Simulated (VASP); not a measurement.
Set up this calculation in VASP 6.6.1, as the native input.

```yaml
Task: single point
Functional: PBE
Potentials_or_basis: VASP PAW PBE potentials, release 64 (Ir)
Cutoff: 520 eV
k_mesh: 24 × 24 × 24
Occupations: gaussian, width 0.15 eV
Spin: no spin polarisation
Dipole_correction: no
Further_INCAR_settings: ALGO = Fast; EDIFF = 1e-06; NBANDS = 10
```

The structure of Ir lies in POSCAR:

```
Ir
1.0
    0.0000000000      1.8887316814      1.9831682655
    1.8887316814      0.0000000000      1.9831682655
    1.8887316814      1.8887316814      0.0000000000
Ir
1
Direct
    0.0000000000      0.0000000000      0.0000000000
```

This cell differs from its parent crystal: ratio of the length along z to the lengths across it x 1.05, volume and fractional coordinates fixed.

The input as run:

INCAR

```
ALGO = Fast ; EDIFF = 1E-6
ENCUT = 520 ; GGA = PE
ISIF = 2 ; ISMEAR = 0
LASPH = T ; LCHARG = F
LREAL = F ; LWAVE = F
NBANDS = 10 ; NELM = 60
PREC = Accurate ; SIGMA = 0.15
```

KPOINTS

```
k-points
0
Gamma
  24 24 24
```

Potentials or basis: VASP PAW PBE potentials, release 64 (Ir).

Launch:

```console
$ cat potpaw_PBE.64/Ir/POTCAR > POTCAR
$ mpirun -np 1 vasp_std > vasp.out
```

Results of the run:

```
Pressure : 10.2 GPa
```

It took 2.2 min on 1 thread of Intel(R) Xeon(R) Platinum 8488C (Sapphire Rapids), on a shared host, peak memory 0.27 GiB.
